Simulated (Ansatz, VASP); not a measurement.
## Two plane-wave programs on GaP

The input INCAR:

```
SYSTEM = GaP
ALGO = Normal
EDIFF = 1E-6
ENCUT = 520
GGA = PE
ISIF = 2
ISMEAR = 0
LASPH = .TRUE.
LCHARG = .FALSE.
LREAL = .FALSE.
LWAVE = .FALSE.
NBANDS = 26
NELM = 80
PREC = Accurate
SIGMA = 0.05
```

Contents of KPOINTS:

```
k-points
0
G
  9 9 9
  0 0 0
```

File POSCAR:

```
GaP
1.0
    2.0574043777      1.1878429713      6.0420480161
   -2.0574043777      1.1878429713      6.0420480161
    0.0000000000     -2.3756859426      6.0420480161
Ga P
2 2
Direct
    0.4355841032      0.4355841032      0.4355841032
    0.5644158968      0.5644158968      0.5644158968
    0.0575077006      0.0575077006      0.0575077006
    0.9424922994      0.9424922994      0.9424922994
```

Input for Ansatz:

```yaml
crystal:
  lattice:
    - [2.0574043777, 1.1878429713, 6.0420480161]
    - [-2.0574043777, 1.1878429713, 6.0420480161]
    - [0.0, -2.3756859426, 6.0420480161]
  atoms:
    - { symbol: Ga, position: [0.4355841032, 0.4355841032, 0.4355841032] }
    - { symbol: Ga, position: [0.5644158968, 0.5644158968, 0.5644158968] }
    - { symbol: P, position: [0.0575077006, 0.0575077006, 0.0575077006] }
    - { symbol: P, position: [0.9424922994, 0.9424922994, 0.9424922994] }
basis:
  ecutwfc: 420
kpoints:
  mp_grid: { grid: [9, 9, 9] }
hamiltonian:
  xc: pbe
  pseudopotentials: { kind: paw, azcp: { folder: soft_1 } }
scf:
  occupations: { method: gaussian, width: 0.05 }
output:
  forces: true
  stress: true
  eigenvalues: true
```

Alike in both runs: task single point; functional PBE; k mesh 9 × 9 × 9; occupations gaussian, width 0.05 eV; no spin polarisation.

|  | VASP | Ansatz |
| --- | --- | --- |
| version | VASP 6.6.1 | Ansatz 0.2.0 |
| potentials or method | VASP PAW PBE potentials, release 64 (Ga_d, P), cutoff 520 eV | scalar-relativistic, plane waves, PAW |
| valence electrons in the cell | 36 | 36 |

|  | VASP | Ansatz | Ansatz less VASP |
| --- | --- | --- | --- |
| gap on the k mesh at the Fermi level (eV) | 0.10 | 0.11 | +0.011 |
| least direct gap on the mesh (eV) | 0.21 | 0.22 | +0.008 |
| pressure (GPa) | -0.5 | -0.5 | +0.04 |
| traceless stress, the component that is largest in VASP (GPa) | 14.15 | 14.30 | +0.155 |
| rms of the force components (eV/Å) | 0.806 | 0.830 | +0.0238 |

Atom by atom the forces differ by 0.027 eV/Å (rms over components). The functional is the same, so the differences come from potentials, cutoffs and numerics.
